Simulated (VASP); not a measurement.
# PIr2 (Fm-3m) in VASP: further runs

PIr2 is run at these levels: LDA; tasks: electric field gradients.

Everything below comes from runs of VASP 6.6.1. Logs are shortened: lines on timing, memory, paths and dates and some standing lists are left out, and cuts for length are marked.

### 1 The cell of the first run

The structure is cubic, space group Fm-3m (No. 225). The conventional cell has a = 5.535 Å, b = 5.535 Å, c = 5.535 Å, α = 90.00°, β = 90.00°, γ = 90.00°. Within 3.2 Å of P (site symmetry m-3m) lie 8 Ir at 2.40 Å. Ir (site symmetry -43m) has 4 P at 2.40 Å and 6 Ir at 2.77 Å within 3.2 Å.

### 2 Electric field gradients, LDA

The input, INCAR:

```
SYSTEM = PIr2
PREC     = Accurate       ! precision mode
ENCUT    = 520            ! plane-wave cutoff, eV
EDIFF    = 1E-8           ! SCF threshold, eV
ISMEAR   = -1             ! smearing method
SIGMA    = 0.05           ! smearing width, eV
LREAL    = .False.        ! projectors in reciprocal space
LASPH    = .True.         ! aspherical terms in the spheres
NELM     = 60             ! most SCF steps
ALGO     = Normal         ! electronic algorithm
ISIF     = 2              ! what is computed and relaxed
LWAVE    = .False.        ! write WAVECAR
LCHARG   = .False.        ! write CHGCAR
LEFG     = .True.       
NBANDS   = 18             ! bands
```

The input, KPOINTS:

```
Automatic mesh
0
Gamma
  11 11 11
  0 0 0
```

The input, POSCAR:

```
PIr2
1.0
    0.0000000000      2.7675000000      2.7675000000
    2.7675000000      0.0000000000      2.7675000000
    2.7675000000      2.7675000000      0.0000000000
P Ir
1 2
Direct
    0.0000000000      0.0000000000      0.0000000000
    0.2500000000      0.2500000000      0.2500000000
    0.7500000000      0.7500000000      0.7500000000
```

Potentials or basis: VASP PAW LDA potentials, release 64 (P, Ir).

Launch:

```console
> cat potpaw_LDA.64/P/POTCAR potpaw_LDA.64/Ir/POTCAR > POTCAR
> mpirun -np 1 vasp_std > vasp.out
```

OUTCAR:

```text
SYSTEM = PIr2
   PREC = Accurate
   ENCUT = 520
   EDIFF = 1E-8
   ISMEAR = -1
   LREAL = .False.
   LASPH = .True.
   NELM = 60
   ISIF = 2

 ion  position               nearest neighbor table
   1  0.000  0.000  0.000-   3 2.40   3 2.40   3 2.40   2 2.40   3 2.40   2 2.40   2 2.40   2 2.40

   2  0.250  0.250  0.250-   1 2.40   1 2.40   1 2.40   1 2.40   3 2.77   3 2.77   3 2.77   3 2.77
                             3 2.77   3 2.77
   3  0.750  0.750  0.750-   1 2.40   1 2.40   1 2.40   1 2.40   2 2.77   2 2.77   2 2.77   2 2.77
                             2 2.77   2 2.77

  LATTYP: Found a face centered cubic cell.
 ALAT       =     5.5350000000

  Lattice vectors:

 A1 = (   0.0000000000,   2.7675000000,   2.7675000000)
 A2 = (   2.7675000000,   0.0000000000,   2.7675000000)
 A3 = (   2.7675000000,   2.7675000000,   0.0000000000)

Analysis of symmetry for initial positions (statically):
=====================================================================
 Subroutine PRICEL returns:
 Original cell was already a primitive cell.

 Routine SETGRP: Setting up the symmetry group for a
 face centered cubic supercell.

 Subroutine GETGRP returns: Found 48 space group operations
 (whereof 48 operations were pure point group operations)
 out of a pool of 48 trial point group operations.

The static configuration has the point symmetry O_h .

Analysis of symmetry for dynamics (positions and initial velocities):
=====================================================================
 Subroutine PRICEL returns:
 Original cell was already a primitive cell.

 Routine SETGRP: Setting up the symmetry group for a
 face centered cubic supercell.

 Subroutine GETGRP returns: Found 48 space group operations
 (whereof 48 operations were pure point group operations)
 out of a pool of 48 trial point group operations.

The dynamic configuration has the point symmetry O_h .

 Subroutine INISYM returns: Found 48 space group operations
 (whereof 48 operations are pure point group operations),
 and found     1 'primitive' translations

----------------------------------------------------------------------------------------

                                     Primitive cell

  volume of cell :      42.3929

  direct lattice vectors                    reciprocal lattice vectors
     0.000000000  2.767500000  2.767500000    -0.180668473  0.180668473  0.180668473
     2.767500000  0.000000000  2.767500000     0.180668473 -0.180668473  0.180668473
     2.767500000  2.767500000  0.000000000     0.180668473  0.180668473 -0.180668473

  length of vectors
     3.913836034  3.913836034  3.913836034     0.312926975  0.312926975  0.312926975

  position of ions in fractional coordinates (direct lattice)
     0.000000000  0.000000000  0.000000000
     0.250000000  0.250000000  0.250000000
     0.750000000  0.750000000  0.750000000

  ion indices of the primitive-cell ions
   primitive index   ion index
                 1           1
                 2           2
                 3           3

----------------------------------------------------------------------------------------

 KPOINTS: Automatic mesh

Automatic generation of k-mesh.
 Grid dimensions read from file:
 generate k-points for:   11   11   11

 Generating k-lattice:

  Cartesian coordinates                     Fractional coordinates (reciprocal lattice)
    -0.016424407  0.016424407  0.016424407     0.090909091  0.000000000  0.000000000
     0.016424407 -0.016424407  0.016424407     0.000000000  0.090909091  0.000000000
     0.016424407  0.016424407 -0.016424407     0.000000000  0.000000000  0.090909091

  Length of vectors
     0.028447907  0.028447907  0.028447907

  Shift w.r.t. Gamma in fractional coordinates (k-lattice)
     0.000000000  0.000000000  0.000000000

 Subroutine IBZKPT returns following result:
 ===========================================

 Found     56 irreducible k-points:

 Following reciprocal coordinates:
            Coordinates               Weight
  0.000000  0.000000  0.000000      1.000000
  0.090909  0.000000  0.000000      8.000000
  0.181818  0.000000  0.000000      8.000000
  0.272727  0.000000  0.000000      8.000000
  0.363636  0.000000  0.000000      8.000000
  0.454545  0.000000  0.000000      8.000000
[... 16 lines left out ...]
 -0.272727  0.181818  0.000000     24.000000
 -0.181818  0.181818  0.000000     12.000000
 [... further k-points ...]
   k-points           NKPTS =     56   k-points in BZ     NKDIM =     56   number of bands    NBANDS=     18
   number of dos      NEDOS =    301   number of ions     NIONS =      3
   total plane-waves  NPLWV =  27000
   dimension x,y,z NGX =    30 NGY =   30 NGZ =   30
   dimension x,y,z NGXF=    60 NGYF=   60 NGZF=   60
   ions per type =               1   2
   NGX,Y,Z   is equivalent  to a cutoff of  12.74, 12.74, 12.74 a.u.
   NGXF,Y,Z  is equivalent  to a cutoff of  25.49, 25.49, 25.49 a.u.
 SYSTEM =  PIr2
   PREC   = accura    normal or accurate (medium, high low for compatibility)
   ISTART =      0    job   : 0-new  1-cont  2-samecut
   ICHARG =      2    charge: 1-file 2-atom 10-const
   ISPIN  =      1    spin polarized calculation?
   LNONCOLLINEAR =      F non collinear calculations
   LSORBIT =      F    spin-orbit coupling
   LASPH  =      T    aspherical Exc in radial PAW
   ENCUT  =  520.0 eV  38.22 Ry    6.18 a.u.   7.28  7.28  7.28*2*pi/ulx,y,z
   NELM   =     60;   NELMIN=  2; NELMDL= -5     # of ELM steps
   EDIFF  = 0.1E-07   stopping-criterion for ELM
   LREAL  =      F    real-space projection
   EDIFFG = 0.1E-06   stopping-criterion for IOM
   NSW    =      0    number of steps for IOM
   IBRION =     -1    ionic relax: 0-MD 1-quasi-New 2-CG
   NFREE  =      0    steps in history (QN), initial steepest desc. (CG)
   ISIF   =      2    stress and relaxation
   ISYM   =      2    0-nonsym 1-usesym 2-fastsym
   POTIM  = 0.5000    time-step for ionic-motion
   TEBEG  =    0.0;   TEEND  =   0.0 temperature during run
   PSTRESS=    0.0 pullay stress
   NELECT =      23.0000    total number of electrons
   NUPDOWN=      -1.0000    fix difference up-down
   EMIN   =  10.00;   EMAX   =-10.00  energy-range for DOS
   EFERMI =   0.00;   METHOD = LEGACY
   ISMEAR =    -1;   SIGMA  =   0.05  broadening in eV -4-tet -1-fermi 0-gaus
   EFERMI_NEDOS =   21; number of points for ismear=-14 and -15
   IALGO  =     38    algorithm
   IMIX   =      4    mixing-type and parameters
     AMIX     =   0.40;   BMIX     =  1.00
     AMIX_MAG =   1.60;   BMIX_MAG =  1.00
  volume/ion in A,a.u.               =      14.13        95.36
  Fermi-wavevector in a.u.,A,eV,Ry     =   1.335221  2.523202 24.256672  1.782815
  Thomas-Fermi vector in A             =   2.463942
   LORBIT       =      0    0 simple, 1 ext, 2 COOP (PROOUT), +10 PAW based schemes
   GGA     = CA    functional components
   LHFCALC =     F    Hartree Fock is set to
   AEXX    =    0.0000 exact exchange contribution
   IVDW    =     0    specifies the selected vdW correction
   LEPSILON=     F    determine dielectric tensor
   LRPA    =     F    only Hartree local field effects (RPA)
 non-spin polarized calculation
  energy-cutoff  :      520.00
  volume of cell :       42.39
 maximum number of plane-waves:      1159
 NGX is ok and might be reduce to    30
   NGX = 15   NGY = 15   NGZ = 15

 number of electron      23.0000001 magnetization

 Free energy of the ion-electron system (eV)
  ---------------------------------------------------
  ext. energy  EPLUGINS =         0.00000000
  ---------------------------------------------------
  free energy    TOTEN  =       -28.03687341 eV

  energy without entropy =      -28.03118374  energy(sigma->0) =      -28.03402858

 E-fermi :   9.9294     XC(G=0): -13.1289

 val. band max:        9.8983534889   @ k =   0.2727   0.0000   0.0000
 cond. band min:       9.9386661594   @ k =   0.3636   0.2727   0.0909
 fundamental gap:      0.0403126705
 Fermi energy:         9.9294004267

 k-point     1 :       0.0000    0.0000    0.0000
  band No.  band energies     occupation
      1      -4.5925      2.00000
      2       2.2719      2.00000
      3       2.2719      2.00000
      4       2.2719      2.00000
      5       3.8885      2.00000
      6       3.8885      2.00000
[... 10 lines left out ...]
     17      14.8939      0.00000
     18      14.8939      0.00000
[... 463 lines left out ...]
 k-point    24 :      -0.1818    0.1818    0.0000
  band No.  band energies     occupation
      1      -3.6368      2.00000
      2       1.9607      2.00000
      3       2.8171      2.00000
      4       3.1669      2.00000
      5       4.5586      2.00000
      6       5.0476      2.00000
[... 10 lines left out ...]
     17      16.8556      0.00000
     18      19.0303      0.00000

 [... further k-points ...]
[... 5 lines left out ...]
  --------------------------------------------------------------------------------------
  -------------------------------------------------------------------------------------
  Total       -0.7798192     -0.7798192     -0.7798192     -0.0000000     -0.0000000      0.0000000
  in kB      -29.4721376    -29.4721376    -29.4721376     -0.0000000     -0.0000000      0.0000000
  external PRESSURE =     -29.4721376 kB  Pullay stress =       0.0000000 kB

 VOLUME and BASIS-vectors are now :
 -----------------------------------------------------------------------------
  energy-cutoff  :      520.00
  volume of cell :       42.39
      direct lattice vectors                 reciprocal lattice vectors
     0.000000000  2.767500000  2.767500000    -0.180668473  0.180668473  0.180668473
     2.767500000  0.000000000  2.767500000     0.180668473 -0.180668473  0.180668473
     2.767500000  2.767500000  0.000000000     0.180668473  0.180668473 -0.180668473

 POSITION                                       TOTAL-FORCE (eV/Angst)
 -----------------------------------------------------------------------------------
      0.00000      0.00000      0.00000         0.000000      0.000000      0.000000
      1.38375      1.38375      1.38375        -0.000000     -0.000000     -0.000000
      4.15125      4.15125      4.15125         0.000000      0.000000     -0.000000
 -----------------------------------------------------------------------------------
    total drift:                               -0.000000      0.000000      0.000000

  FREE ENERGIE OF THE ION-ELECTRON SYSTEM (eV)
  ---------------------------------------------------
  free  energy   TOTEN  =       -28.0368734115 eV

  energy  without entropy=      -28.0311837410  energy(sigma->0) =      -28.03402858

 Electric field gradients (V/A^2)
---------------------------------------------------------------------
 ion       V_xx      V_yy      V_zz      V_xy      V_xz      V_yz
---------------------------------------------------------------------
   1      -0.000     0.000     0.000    -0.000    -0.000    -0.000
   2      -0.000    -0.000     0.000    -0.000    -0.000    -0.000
   3       0.000    -0.000     0.000    -0.000    -0.000    -0.000
---------------------------------------------------------------------

 Electric field gradients after diagonalization (V/A^2)
 (convention: |V_zz| > |V_xx| > |V_yy|)
----------------------------------------------------------------------
 ion       V_xx      V_yy      V_zz     asymmetry (V_yy - V_xx)/ V_zz
----------------------------------------------------------------------
   1       0.000     0.000    -0.001       0.000
   2       0.000     0.000    -0.001       0.000
   3       0.000     0.000    -0.001       0.000
----------------------------------------------------------------------

           NMR quadrupolar parameters

 Cq : quadrupolar parameter    Cq=e*Q*V_zz/h
 eta: asymmetry parameters     (V_yy - V_xx)/ V_zz
 Q  : nuclear electric quadrupole moment in mb (millibarn)
----------------------------------------------------------------------
 ion       Cq(MHz)       eta       Q (mb)
----------------------------------------------------------------------
   1      -0.000       0.000       1.000
   2      -0.000       0.000       1.000
   3      -0.000       0.000       1.000
----------------------------------------------------------------------
```

Run time: 52 s. Hardware: 1 thread of Intel Xeon Platinum 8259CL at 2.50GHz (Skylake/Cascade Lake), shared host; peak memory 0.18 GiB.

What came out:

| Quantity | Value |
| --- | --- |
| Free energy | -28.0369 eV |
| Pressure | -2.9 GPa |

Caveat: without QUAD_EFG the Cq values of the log hold for a quadrupole moment of 1 mb, not for the nuclei; spin-orbit coupling is left out, which moves the levels of the heavy elements.

[end of part 1 of 3]
